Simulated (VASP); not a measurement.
# AlAs (v.bA) (F-43m) in VASP: a series of runs

AlAs (v.bA) is run at these levels: PBE; tasks: single point.

Everything below comes from runs of VASP 6.6.1. Logs are shortened: lines on timing, memory, paths and dates and some standing lists are left out, and cuts for length are marked.

## (1) The cell of the first run

Symmetry: F-43m, No. 216, cubic system. Conventional cell: a = 5.728 Å, b = 5.728 Å, c = 5.728 Å, α = 90.00°, β = 90.00°, γ = 90.00°. Al (site symmetry -43m) has 4 As at 2.48 Å within 3.3 Å. Within 3.3 Å of As (site symmetry -43m) lie 4 Al at 2.48 Å.

## (2) Single point, PBE

INCAR

```
ALGO     = Normal         # electronic algorithm
EDIFF    = 1E-6           # SCF threshold, eV
ENCUT    = 500            # plane-wave cutoff, eV
GGA      = PE             # functional
GGA_COMPAT= False        
ISIF     = 2              # what is computed and relaxed
ISMEAR   = 0              # smearing method
LASPH    = True           # aspherical terms in the spheres
LCHARG   = False          # write CHGCAR
LREAL    = False          # projectors in reciprocal space
LWAVE    = False          # write WAVECAR
NBANDS   = 11             # bands
NELM     = 120            # most SCF steps
PREC     = Accurate       # precision mode
SIGMA    = 0.02           # smearing width, eV
```

KPOINTS

```
k-points
0
Gamma
  8 8 8
```

POSCAR

```
AlAs
1.0
    0.0000000000      2.8639900266      2.8639900266
    2.8639900266      0.0000000000      2.8639900266
    2.8639900266      2.8639900266      0.0000000000
Al As
1 1
Direct
    0.0000000000      0.0000000000      0.0000000000
    0.2500000000      0.2500000000      0.2500000000
```

Potentials or basis: VASP PAW PBE potentials, release 64 (Al, As).

Started as:

```
$ cat potpaw_PBE.64/Al/POTCAR potpaw_PBE.64/As/POTCAR > POTCAR
$ mpirun -np 1 vasp_std > vasp.out
```

OUTCAR:

```text
EDIFF = 1E-6
   ENCUT = 500
   GGA = PE
   ISIF = 2
   ISMEAR = 0
   LASPH = True
   LREAL = False
   NELM = 120
   PREC = Accurate

 ion  position               nearest neighbor table
   1  0.000  0.000  0.000-   2 2.48   2 2.48   2 2.48   2 2.48
   2  0.250  0.250  0.250-   1 2.48   1 2.48   1 2.48   1 2.48

  LATTYP: Found a face centered cubic cell.
 ALAT       =     5.7279800532

  Lattice vectors:

 A1 = (   0.0000000000,   2.8639900266,   2.8639900266)
 A2 = (   2.8639900266,   0.0000000000,   2.8639900266)
 A3 = (   2.8639900266,   2.8639900266,   0.0000000000)

Analysis of symmetry for initial positions (statically):
=====================================================================
 Subroutine PRICEL returns:
 Original cell was already a primitive cell.

 Routine SETGRP: Setting up the symmetry group for a
 face centered cubic supercell.

 Subroutine GETGRP returns: Found 24 space group operations
 (whereof 24 operations were pure point group operations)
 out of a pool of 48 trial point group operations.

The static configuration has the point symmetry T_d .

Analysis of symmetry for dynamics (positions and initial velocities):
=====================================================================
 Subroutine PRICEL returns:
 Original cell was already a primitive cell.

 Routine SETGRP: Setting up the symmetry group for a
 face centered cubic supercell.

 Subroutine GETGRP returns: Found 24 space group operations
 (whereof 24 operations were pure point group operations)
 out of a pool of 48 trial point group operations.

The dynamic configuration has the point symmetry T_d .

 Subroutine INISYM returns: Found 24 space group operations
 (whereof 24 operations are pure point group operations),
 and found     1 'primitive' translations

----------------------------------------------------------------------------------------

                                     Primitive cell

  volume of cell :      46.9834

  direct lattice vectors                    reciprocal lattice vectors
     0.000000000  2.863990027  2.863990027    -0.174581614  0.174581614  0.174581614
     2.863990027  0.000000000  2.863990027     0.174581614 -0.174581614  0.174581614
     2.863990027  2.863990027  0.000000000     0.174581614  0.174581614 -0.174581614

  length of vectors
     4.050293538  4.050293538  4.050293538     0.302384225  0.302384225  0.302384225

  position of ions in fractional coordinates (direct lattice)
     0.000000000  0.000000000  0.000000000
     0.250000000  0.250000000  0.250000000

  ion indices of the primitive-cell ions
   primitive index   ion index
                 1           1
                 2           2

----------------------------------------------------------------------------------------

 KPOINTS: k-points

Automatic generation of k-mesh.
 Grid dimensions read from file:
 generate k-points for:    8    8    8

 Generating k-lattice:

  Cartesian coordinates                     Fractional coordinates (reciprocal lattice)
    -0.021822702  0.021822702  0.021822702     0.125000000  0.000000000  0.000000000
     0.021822702 -0.021822702  0.021822702     0.000000000  0.125000000  0.000000000
     0.021822702  0.021822702 -0.021822702     0.000000000  0.000000000  0.125000000

  Length of vectors
     0.037798028  0.037798028  0.037798028

  Shift w.r.t. Gamma in fractional coordinates (k-lattice)
     0.000000000  0.000000000  0.000000000

 Subroutine IBZKPT returns following result:
 ===========================================

 Found     29 irreducible k-points:

 Following reciprocal coordinates:
            Coordinates               Weight
  0.000000  0.000000  0.000000      1.000000
  0.125000  0.000000  0.000000      8.000000
  0.250000  0.000000  0.000000      8.000000
  0.375000  0.000000  0.000000      8.000000
  0.500000  0.000000  0.000000      4.000000
  0.125000  0.125000  0.000000      6.000000
[... 16 lines left out ...]
  0.500000  0.250000  0.125000     48.000000
 -0.375000  0.250000  0.125000     24.000000
 [... further k-points ...]
   k-points           NKPTS =     29   k-points in BZ     NKDIM =     29   number of bands    NBANDS=     11
   number of dos      NEDOS =    301   number of ions     NIONS =      2
   total plane-waves  NPLWV =  27000
   dimension x,y,z NGX =    30 NGY =   30 NGZ =   30
   dimension x,y,z NGXF=    60 NGYF=   60 NGZF=   60
   ions per type =               1   1
   NGX,Y,Z   is equivalent  to a cutoff of  12.31, 12.31, 12.31 a.u.
   NGXF,Y,Z  is equivalent  to a cutoff of  24.63, 24.63, 24.63 a.u.
 SYSTEM =  unknown system
   PREC   = accura    normal or accurate (medium, high low for compatibility)
   ISTART =      0    job   : 0-new  1-cont  2-samecut
   ICHARG =      2    charge: 1-file 2-atom 10-const
   ISPIN  =      1    spin polarized calculation?
   LNONCOLLINEAR =      F non collinear calculations
   LSORBIT =      F    spin-orbit coupling
   LASPH  =      T    aspherical Exc in radial PAW
   ENCUT  =  500.0 eV  36.75 Ry    6.06 a.u.   7.38  7.38  7.38*2*pi/ulx,y,z
   NELM   =    120;   NELMIN=  2; NELMDL= -5     # of ELM steps
   EDIFF  = 0.1E-05   stopping-criterion for ELM
   LREAL  =      F    real-space projection
[... 7 lines left out ...]
   TEBEG  =    0.0;   TEEND  =   0.0 temperature during run
   PSTRESS=    0.0 pullay stress
   NELECT =       8.0000    total number of electrons
   NUPDOWN=      -1.0000    fix difference up-down
   EMIN   =  10.00;   EMAX   =-10.00  energy-range for DOS
   EFERMI =   0.00;   METHOD = LEGACY
   ISMEAR =     0;   SIGMA  =   0.02  broadening in eV -4-tet -1-fermi 0-gaus
   EFERMI_NEDOS =   21; number of points for ismear=-14 and -15
   IALGO  =     38    algorithm
   IMIX   =      4    mixing-type and parameters
     AMIX     =   0.40;   BMIX     =  1.00
     AMIX_MAG =   1.60;   BMIX_MAG =  1.00
  volume/ion in A,a.u.               =      23.49       158.53
  Fermi-wavevector in a.u.,A,eV,Ry     =   0.907382  1.714703 11.202241  0.823341
  Thomas-Fermi vector in A             =   2.031182
   LORBIT       =      0    0 simple, 1 ext, 2 COOP (PROOUT), +10 PAW based schemes
   GGA     = PE    functional components
   LHFCALC =     F    Hartree Fock is set to
   AEXX    =    0.0000 exact exchange contribution
   IVDW    =     0    specifies the selected vdW correction
   LEPSILON=     F    determine dielectric tensor
   LRPA    =     F    only Hartree local field effects (RPA)
 non-spin polarized calculation
 Gauss-broadening in eV      SIGMA  =   0.02
  energy-cutoff  :      500.00
  volume of cell :       46.98
 maximum number of plane-waves:      1243
 NGX is ok and might be reduce to    30
   NGX = 15   NGY = 15   NGZ = 15

 number of electron       7.9999999 magnetization

 Free energy of the ion-electron system (eV)
  ---------------------------------------------------
  ext. energy  EPLUGINS =         0.00000000
  ---------------------------------------------------
  free energy    TOTEN  =        -9.38798729 eV

  energy without entropy =       -9.38798729  energy(sigma->0) =       -9.38798729

 E-fermi :   3.6737     XC(G=0):  -8.9044

 val. band max:        3.5934899641   @ k =   0.0000   0.0000   0.0000
 cond. band min:       5.0879939147   @ k =   0.5000   0.5000   0.0000
 fundamental gap:      1.4945039507
 Fermi energy:         3.6736773003

 k-point     1 :       0.0000    0.0000    0.0000
  band No.  band energies     occupation
      1      -8.0769      2.00000
      2       3.5935      2.00000
      3       3.5935      2.00000
      4       3.5935      2.00000
      5       5.3758      0.00000
      6       7.8204      0.00000
      7       7.8204      0.00000
      8       7.8204      0.00000
      9      12.2759      0.00000
     10      12.5357      0.00000
     11      12.5357      0.00000

 k-point     2 :       0.1250    0.0000    0.0000
  band No.  band energies     occupation
      1      -7.9309      2.00000
      2       2.1690      2.00000
      3       3.4379      2.00000
      4       3.4379      2.00000
      5       6.1753      0.00000
      6       8.0934      0.00000
      7       8.0934      0.00000
      8       8.1778      0.00000
      9      11.9536      0.00000
     10      11.9536      0.00000
     11      12.9959      0.00000

 k-point     3 :       0.2500    0.0000    0.0000
  band No.  band energies     occupation
      1      -7.5273      2.00000
      2       0.2694      2.00000
      3       3.1298      2.00000
      4       3.1298      2.00000
      5       6.0610      0.00000
      6       8.4383      0.00000
      7       8.4383      0.00000
      8       9.8402      0.00000
      9      11.8436      0.00000
     10      11.8436      0.00000
     11      12.8842      0.00000

 k-point     4 :       0.3750    0.0000    0.0000
  band No.  band energies     occupation
      1      -7.0098      2.00000
      2      -1.2189      2.00000
      3       2.8829      2.00000
      4       2.8829      2.00000
      5       5.7321      0.00000
      6       8.3519      0.00000
      7       8.3519      0.00000
      8      11.1862      0.00000
      9      13.0866      0.00000
     10      13.0866      0.00000
     11      13.1099      0.00000
[... 239 lines left out ...]
 k-point    22 :       0.3750    0.2500    0.1250
  band No.  band energies     occupation
      1      -7.1905      2.00000
      2      -0.1173      2.00000
      3       1.7139      2.00000
      4       2.6500      2.00000
      5       7.1481      0.00000
      6       7.6951      0.00000
      7       8.8662      0.00000
      8       9.9899      0.00000
      9      11.6312      0.00000
     10      13.8695      0.00000
     11      15.3764      0.00000

 k-point    23 :       0.5000    0.2500    0.1250
  band No.  band energies     occupation
      1      -6.7264      2.00000
      2      -1.0866      2.00000
      3       1.1426      2.00000
      4       2.2852      2.00000
      5       7.2002      0.00000
      6       7.9791      0.00000
      7       9.2820      0.00000
      8      10.3435      0.00000
      9      12.7627      0.00000
     10      13.9674      0.00000
     11      15.5864      0.00000

 k-point    24 :      -0.3750    0.2500    0.1250
  band No.  band energies     occupation
      1      -6.4893      2.00000
      2      -1.5401      2.00000
      3       0.9917      2.00000
      4       2.1104      2.00000
      5       7.1737      0.00000
      6       7.8043      0.00000
      7      10.1323      0.00000
      8      11.0962      0.00000
      9      11.8123      0.00000
     10      14.4565      0.00000
     11      15.6773      0.00000

 [... further k-points ...]

------------------------ aborting loop because EDIFF is reached ----------------------------------------

  FORCE on cell =-STRESS in cart. coord.  units (eV):
  Direction    XX          YY          ZZ          XY          YZ          ZX
  --------------------------------------------------------------------------------------
  -------------------------------------------------------------------------------------
  Total        0.0506050      0.0506050      0.0506050     -0.0000000     -0.0000000     -0.0000000
  in kB        1.7256785      1.7256785      1.7256785     -0.0000000     -0.0000000     -0.0000000
  external PRESSURE =       1.7256785 kB  Pullay stress =       0.0000000 kB

 VOLUME and BASIS-vectors are now :
 -----------------------------------------------------------------------------
  energy-cutoff  :      500.00
  volume of cell :       46.98
      direct lattice vectors                 reciprocal lattice vectors
     0.000000000  2.863990027  2.863990027    -0.174581614  0.174581614  0.174581614
     2.863990027  0.000000000  2.863990027     0.174581614 -0.174581614  0.174581614
     2.863990027  2.863990027  0.000000000     0.174581614  0.174581614 -0.174581614

 POSITION                                       TOTAL-FORCE (eV/Angst)
 -----------------------------------------------------------------------------------
      0.00000      0.00000      0.00000        -0.000000     -0.000000     -0.000000
      1.43200      1.43200      1.43200         0.000000      0.000000      0.000000
 -----------------------------------------------------------------------------------
    total drift:                               -0.000000     -0.000000      0.000000

  FREE ENERGIE OF THE ION-ELECTRON SYSTEM (eV)
  ---------------------------------------------------
  free  energy   TOTEN  =        -9.3879872939 eV

  energy  without entropy=       -9.3879872939  energy(sigma->0) =       -9.38798729
```

It took 20 s on 1 thread of AMD EPYC 7R43 (Zen 3), shared host; peak memory 0.13 GiB.

What came out:

```yaml
Free_energy: -9.3880 eV
Pressure: 0.2 GPa
Band_gap_on_the_k_mesh: 1.49 eV, indirect (least direct gap 1.78 eV)
```

A k mesh can miss the band edges.

## (3) Single point, PBE

INCAR

```
SYSTEM = AlAs
PREC = Accurate ; ENCUT = 500
EDIFF = 1E-6 ; ISMEAR = 0
SIGMA = 0.02 ; LREAL = .FALSE.
LASPH = .TRUE. ; NELM = 120
ALGO = Normal ; ISIF = 2
LWAVE = .FALSE. ; LCHARG = .TRUE.
GGA = PE ; LELF = .TRUE.
LVHAR = .TRUE. ; NBANDS = 11
GGA_COMPAT = .FALSE.
```

KPOINTS

```
regular mesh
0
G
  8 8 8
  0 0 0
```

POSCAR is that of step 2.

Potentials or basis: VASP PAW PBE potentials, release 64 (Al, As).

Started as:

```
$ cat potpaw_PBE.64/Al/POTCAR potpaw_PBE.64/As/POTCAR > POTCAR
$ mpirun -np 1 vasp_std > vasp.out
```

It took 20 s on 1 thread of AMD EPYC 7R43 (Zen 3), shared host; peak memory 0.13 GiB.

Results (log left out):

```yaml
Free_energy: -9.3880 eV
Pressure: 0.2 GPa
Band_gap_on_the_k_mesh: 1.49 eV, indirect (least direct gap 1.78 eV)
```

Levels at points of the mesh, in eV from the valence-band top:
```tsv
k point	band 1	band 2	band 3	band 4	band 5	band 6	band 7	band 8	band 9
(0.00, 0.00, 0.00)	-11.67	0.00	0.00	0.00	1.78	4.23	4.23	4.23	8.68
(0.50, 0.00, 0.00)	-10.33	-5.42	-0.80	-0.80	2.01	4.65	4.65	7.68	10.91
(0.50, 0.50, 0.00)	-9.81	-5.31	-2.10	-2.10	1.49	2.29	10.06	10.06	11.39
```

A k mesh can miss the band edges. A hybrid or GW would open this gap; PBE tends to underestimate it.
